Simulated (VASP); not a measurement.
# Al in VASP: a series of runs, part 2 of 2

VASP 6.6.1. Earlier steps stand in the parts before.

## 6. Single point, r2SCAN

This run uses another cell than the first one: it holds 1 atom, not 2.

Contents of POSCAR:

```
Al
1.0
    0.0000000000      1.9756748765      1.9756748765
    1.9756748765      0.0000000000      1.9756748765
    1.9756748765      1.9756748765      0.0000000000
Al
1
Direct
    0.0000000000      0.0000000000      0.0000000000
```

Contents of INCAR.step1:

```
PREC = Accurate
ENCUT = 520
ISMEAR = 0
SIGMA = 0.1
LREAL = F
LASPH = T
NELM = 100
NBANDS = 8
GGA = PE
ALGO = Normal
EDIFF = 1E-4
LWAVE = T
LCHARG = F
```

Contents of INCAR.step2:

```
PREC = Accurate
ENCUT = 520
EDIFF = 1E-7
ISMEAR = 0
SIGMA = 0.1
LREAL = F
LASPH = T
NELM = 100
ALGO = Normal
ISIF = 2
LWAVE = F
LCHARG = F
METAGGA = R2SCAN
LMIXTAU = T
NBANDS = 8
ISTART = 1
```

Contents of KPOINTS:

```
Automatic mesh
0
Gamma
  18 18 18
```

Potentials or basis: VASP PAW PBE potentials, release 64 (Al).

The run is started by

```sh
> cat potpaw_PBE.64/Al/POTCAR > POTCAR
> cp INCAR.step1 INCAR
> mpirun -np 1 vasp_std > vasp.out
> cp INCAR.step2 INCAR
> mpirun -np 1 vasp_std > vasp.out
```

OUTCAR:

```text
PREC = Accurate
   ENCUT = 520
   EDIFF = 1E-7
   ISMEAR = 0
   LREAL = F
   LASPH = T
   NELM = 100
   ISIF = 2
   METAGGA = R2SCAN
   ISTART = 1

 ion  position               nearest neighbor table
   1  0.000  0.000  0.000-

  LATTYP: Found a face centered cubic cell.
 ALAT       =     3.9513497530

  Lattice vectors:

 A1 = (   0.0000000000,   1.9756748765,   1.9756748765)
 A2 = (   1.9756748765,   0.0000000000,   1.9756748765)
 A3 = (   1.9756748765,   1.9756748765,   0.0000000000)

Analysis of symmetry for initial positions (statically):
=====================================================================
 Subroutine PRICEL returns:
 Original cell was already a primitive cell.

 Routine SETGRP: Setting up the symmetry group for a
 face centered cubic supercell.

 Subroutine GETGRP returns: Found 48 space group operations
 (whereof 48 operations were pure point group operations)
 out of a pool of 48 trial point group operations.

The static configuration has the point symmetry O_h .

Analysis of symmetry for dynamics (positions and initial velocities):
=====================================================================
 Subroutine PRICEL returns:
 Original cell was already a primitive cell.

 Routine SETGRP: Setting up the symmetry group for a
 face centered cubic supercell.

 Subroutine GETGRP returns: Found 48 space group operations
 (whereof 48 operations were pure point group operations)
 out of a pool of 48 trial point group operations.

The dynamic configuration has the point symmetry O_h .

 Subroutine INISYM returns: Found 48 space group operations
 (whereof 48 operations are pure point group operations),
 and found     1 'primitive' translations

----------------------------------------------------------------------------------------

[... 109 lines left out ...]
     AMIX     =   0.40;   BMIX     =  1.00
     AMIX_MAG =   1.60;   BMIX_MAG =  1.00
  volume/ion in A,a.u.               =      15.42       104.08
  Fermi-wavevector in a.u.,A,eV,Ry     =   0.948542  1.792484 12.241589  0.899731
  Thomas-Fermi vector in A             =   2.076740
   LORBIT       =      0    0 simple, 1 ext, 2 COOP (PROOUT), +10 PAW based schemes
   METAGGA = R2SCAN    functional components
   LHFCALC =     F    Hartree Fock is set to
   AEXX    =    0.0000 exact exchange contribution
   IVDW    =     0    specifies the selected vdW correction
   LEPSILON=     F    determine dielectric tensor
   LRPA    =     F    only Hartree local field effects (RPA)
 non-spin polarized calculation
 Gauss-broadening in eV      SIGMA  =   0.10
  energy-cutoff  :      520.00
  volume of cell :       15.42
 maximum number of plane-waves:       432
 NGX is ok and might be reduce to    24

 number of electron       3.0000000 magnetization

 Free energy of the ion-electron system (eV)
  ---------------------------------------------------
  ext. energy  EPLUGINS =         0.00000000
  ---------------------------------------------------
  free energy    TOTEN  =        -6.73366441 eV

  energy without entropy =       -6.73137303  energy(sigma->0) =       -6.73251872

 E-fermi :   8.7421     XC(G=0): -11.1586

 val. band max:        8.7123882222   @ k =   0.5000   0.4444   0.0556
 cond. band min:       8.7772183419   @ k =  -0.3333   0.4444   0.1111
 fundamental gap:      0.0648301198
 Fermi energy:         8.7421238373

 k-point     1 :       0.0000    0.0000    0.0000
  band No.  band energies     occupation
      1      -3.5870      2.00000
      2      22.4478      0.00000
      3      22.4478      0.00000
      4      22.4478      0.00000
      5      24.9115      0.00000
      6      24.9115      0.00000
      7      24.9115      0.00000
      8      26.5971      0.00000
[... 243 lines left out ...]
 k-point    24 :      -0.2222    0.0556    0.0000
  band No.  band energies     occupation
      1      -1.7671      2.00000
      2      12.9759      0.00000
      3      19.0797      0.00000
      4      22.1925      0.00000
      5      24.1988      0.00000
      6      25.3326      0.00000
      7      25.8919      0.00000
      8      28.2780      0.00000

 [... further k-points ...]

------------------------ aborting loop because EDIFF is reached ----------------------------------------

  FORCE on cell =-STRESS in cart. coord.  units (eV):
  Direction    XX          YY          ZZ          XY          YZ          ZX
  --------------------------------------------------------------------------------------
  -------------------------------------------------------------------------------------
  Total        0.2578996      0.2578996      0.2578996      0.0000000      0.0000000      0.0000000
  in kB       26.7907513     26.7907513     26.7907513      0.0000000      0.0000000      0.0000000
  external PRESSURE =      26.7907513 kB  Pullay stress =       0.0000000 kB

 VOLUME and BASIS-vectors are now :
 -----------------------------------------------------------------------------
  energy-cutoff  :      520.00
  volume of cell :       15.42
      direct lattice vectors                 reciprocal lattice vectors
     0.000000000  1.975674877  1.975674877    -0.253078078  0.253078078  0.253078078
     1.975674877  0.000000000  1.975674877     0.253078078 -0.253078078  0.253078078
     1.975674877  1.975674877  0.000000000     0.253078078  0.253078078 -0.253078078

 POSITION                                       TOTAL-FORCE (eV/Angst)
 -----------------------------------------------------------------------------------
      0.00000      0.00000      0.00000        -0.000000      0.000000     -0.000000
 -----------------------------------------------------------------------------------
    total drift:                               -0.000000      0.000000      0.000000

  FREE ENERGIE OF THE ION-ELECTRON SYSTEM (eV)
  ---------------------------------------------------
  free  energy   TOTEN  =        -6.7336644092 eV

  energy  without entropy=       -6.7313730272  energy(sigma->0) =       -6.73251872
```

It took 55 s on 1 thread of Intel Xeon Platinum 8488C (Sapphire Rapids), shared host; peak memory 0.14 GiB.

What came out:

| Quantity | Value |
| --- | --- |
| Free energy | -6.7337 eV |
| Pressure | 2.7 GPa |

Levels at points of the mesh, in eV from the Fermi level:
| k point | band 1 | band 2 | band 3 | band 4 | band 5 |
| --- | --- | --- | --- | --- | --- |
| (0.00, 0.00, 0.00) | -12.33 | 13.71 | 13.71 | 13.71 | 16.17 |
| (0.50, 0.00, 0.00) | -5.28 | -4.63 | 12.40 | 12.40 | 13.09 |
| (0.50, 0.50, 0.00) | -3.33 | -1.69 | 5.47 | 6.34 | 6.34 |

Caveat: the PAW data sets were made with another functional, which shifts forces and pressure a little.

## 7. The runs side by side

```csv
cell,k mesh,gap on the mesh (eV),pressure (GPa)
"a = 2.823, b = 2.823, c = 4.172 Å, 2 atoms",18 × 18 × 14,none,-3.8
"a = 2.710 Å, angles 60.0°, 1 atom",18 × 18 × 18,none,14.5
"a = 2.755 Å, angles 60.0°, 1 atom",18 × 18 × 18,none,7.6
"a = 2.533 Å, angles 60.0°, 1 atom",20 × 20 × 20,none,59.5
"a = 2.794 Å, angles 60.0°, 1 atom",18 × 18 × 18,none,2.7
```

Alike in all rows: task single point; level r2SCAN; potentials or basis VASP PAW PBE potentials, release 64 (Al); no spin polarisation; cutoff (eV) 520; smearing gaussian 0.1 eV.

Caveats: the PAW data sets were made with another functional, which shifts forces and pressure a little.

Absolute energies hang on the potentials; compare differences alone.
